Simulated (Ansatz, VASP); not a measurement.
## Two plane-wave programs on ZnS

```xyz
4
Lattice="1.7559 -6.8827 0.0000 1.7559 6.8827 0.0000 0.0000 0.0000 3.5274" Properties=species:S:1:pos:R:3 pbc="T T T"
Zn    1.7559   -4.4402    2.6455
Zn    1.7559    4.4402    0.8818
S     1.7559   -2.0250    2.6455
S     1.7559    2.0250    0.8818
```

Alike in both runs: functional PBE; k mesh 4 × 4 × 4; occupations gaussian, width 0.1 eV; no spin polarisation.

Ansatz relaxed the structure, and its values are those at the end. VASP's run is a single point on that final structure, the one shown.

```csv
,VASP,Ansatz
version,VASP 6.6.1,Ansatz 0.2.0
potentials or method,"VASP PAW PBE potentials, release 64 (Zn, S), cutoff 520 eV","scalar-relativistic, plane waves, PAW"
valence electrons in the cell,36,36
```

VASP gave:

```
gap on the k mesh at the Fermi level (eV) : 0.67
least direct gap on the mesh (eV)         : 2.14
pressure (GPa)                            : 0.2
rms of the force components (eV/Å)        : 0.014
```

Question: What did Ansatz give for the same quantities?

Answer: gap on the k mesh at the Fermi level (eV): 0.68; least direct gap on the mesh (eV): 2.16; pressure (GPa): 0.1; rms of the force components (eV/Å): 0.008.

The k mesh is coarse, so the values compare programs but aren't converged.
